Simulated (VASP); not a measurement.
Write the native input for VASP 6.6.1 that does the following.

| Item | Value |
| --- | --- |
| Task | relaxation of cell and atoms |
| Functional | PBE |
| Potentials or basis | VASP PAW PBE potentials, release 64 (Bi_d) |
| Cutoff | 600 eV |
| k mesh | 4 × 4 × 4 |
| Occupations | gaussian, width 0.1 eV |
| Spin | no spin polarisation |
| Dipole correction | no |
| Further INCAR settings | ALGO = Normal; EDIFF = 1e-06; IBRION = 2; EDIFFG = -0.04; NSW = 90; ISIF = 3 |

The structure of Bi lies in POSCAR:

```
Bi
1.0
    4.8190629302      0.0000000000      0.0000000000
    0.0000000000      4.8190629302      0.0000000000
    0.0000000000      0.0000000000      5.4389691996
Bi
4
Direct
    0.7531906956      0.7531906956      0.5000000000
    0.2468093044      0.2468093044      0.5000000000
    0.2468093044      0.7531906956      0.0000000000
    0.7531906956      0.2468093044      0.0000000000
```

The cell was built from a structure type or drawn by symmetry, and may not be a known phase.

One way to write it, as run:

INCAR

```
SYSTEM = Bi
PREC     = Accurate       ! precision mode
ENCUT    = 600            ! plane-wave cutoff, eV
EDIFF    = 1E-6           ! SCF threshold, eV
ISMEAR   = 0              ! smearing method
SIGMA    = 0.1            ! smearing width, eV
LREAL    = .False.        ! projectors in reciprocal space
LASPH    = .True.         ! aspherical terms in the spheres
NELM     = 60             ! most SCF steps
ALGO     = Normal         ! electronic algorithm
ISIF     = 3              ! what is computed and relaxed
LWAVE    = .False.        ! write WAVECAR
LCHARG   = .False.        ! write CHGCAR
GGA      = PE             ! functional
IBRION   = 2              ! ionic algorithm
NSW      = 90             ! ionic steps
EDIFFG   = -0.04          ! ionic threshold
```

KPOINTS

```
Automatic mesh
0
Gamma
  4 4 4
  0 0 0
```

Potentials or basis: VASP PAW PBE potentials, release 64 (Bi_d).

Run with:

```console
$ cat potpaw_PBE.64/Bi_d/POTCAR > POTCAR
$ mpirun -np 1 vasp_std > vasp.out
```

Results of the run:

```json
{"Relaxed volume": "31.53 Å³/atom", "Relaxed cell": "a = 5.025 Å, b = 5.025 Å, c = 4.995 Å, α = 90.00°, β = 90.00°, γ = 90.00°", "Space group after relaxing (to 0.1 Å)": "Fm-3m (No. 225)", "Energy gained by relaxing": "19.1 meV/atom", "Ionic steps": "10", "Pressure after relaxing": "0.0 GPa", "Largest force after relaxing": "0.010 eV/Å", "Band gap on the k mesh": "zero (bands 30 and 31 overlap by 4.36 eV)"}
```

Caveat: spin-orbit coupling is left out, which moves the levels of the heavy elements.

It took 13 min on 1 thread of Intel Xeon 8259CL, on a shared host, peak memory 0.31 GiB.
